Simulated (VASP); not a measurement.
Write the native input for VASP 6.6.1 that does the following.

```
Task                   : single point
Functional             : PBE
Potentials or basis    : VASP PAW PBE potentials, release 64 (H, Mo_sv)
Cutoff                 : 500 eV
k mesh                 : 3 × 3 × 3
Occupations            : gaussian, width 0.15 eV
Spin                   : no spin polarisation
Dipole correction      : no
Further INCAR settings : ALGO = Normal; EDIFF = 1e-06; NBANDS = 19
```

The structure of MoH6 lies in POSCAR:

```
MoH6
1.0
    0.0000000000      2.9784270556      2.9784270556
    2.9784270556      0.0000000000      2.9784270556
    2.9784270556      2.9784270556      0.0000000000
H Mo
6 1
Direct
    0.5000000000      0.5000000000      0.5000000000
    0.2500000000      0.2500000000      0.2500000000
    0.8399485215      0.8399485215      0.8399485215
    0.8399485215      0.8399485215      0.4801544354
    0.8399485215      0.4801544354      0.8399485215
    0.4801544354      0.8399485215      0.8399485215
    0.0000000000      0.0000000000      0.0000000000
```

One way to write it, as run:

INCAR

```
SYSTEM = MoH6
ALGO     = Normal         ! electronic algorithm
EDIFF    = 1E-6           ! SCF threshold, eV
ENCUT    = 500            ! plane-wave cutoff, eV
GGA      = PE             ! functional
GGA_COMPAT= .FALSE.      
ISIF     = 2              ! what is computed and relaxed
ISMEAR   = 0              ! smearing method
LASPH    = .TRUE.         ! aspherical terms in the spheres
LCHARG   = .FALSE.        ! write CHGCAR
LREAL    = .FALSE.        ! projectors in reciprocal space
LWAVE    = .FALSE.        ! write WAVECAR
NBANDS   = 19             ! bands
NELM     = 120            ! most SCF steps
PREC     = Accurate       ! precision mode
SIGMA    = 0.15           ! smearing width, eV
```

KPOINTS

```
k-points
0
G
  3 3 3
  0 0 0
```

Potentials or basis: VASP PAW PBE potentials, release 64 (H, Mo_sv).

Launch:

```bash
$ cat potpaw_PBE.64/H/POTCAR potpaw_PBE.64/Mo_sv/POTCAR > POTCAR
$ mpirun -np 1 vasp_std > vasp.out
```

It gave:

```
Pressure               : -0.2 GPa
Largest force          : 0.050 eV/Å
Band gap on the k mesh : zero (band 10 reaches 2.42 eV, above the bottom of band 11 at 2.33 eV)
```

Caveat: the k points lie up to 0.61 Å⁻¹ apart.

It took 6.3 s on 1 thread of AMD EPYC 7R13 Processor (Zen 3), on a shared host, peak memory 0.14 GiB.
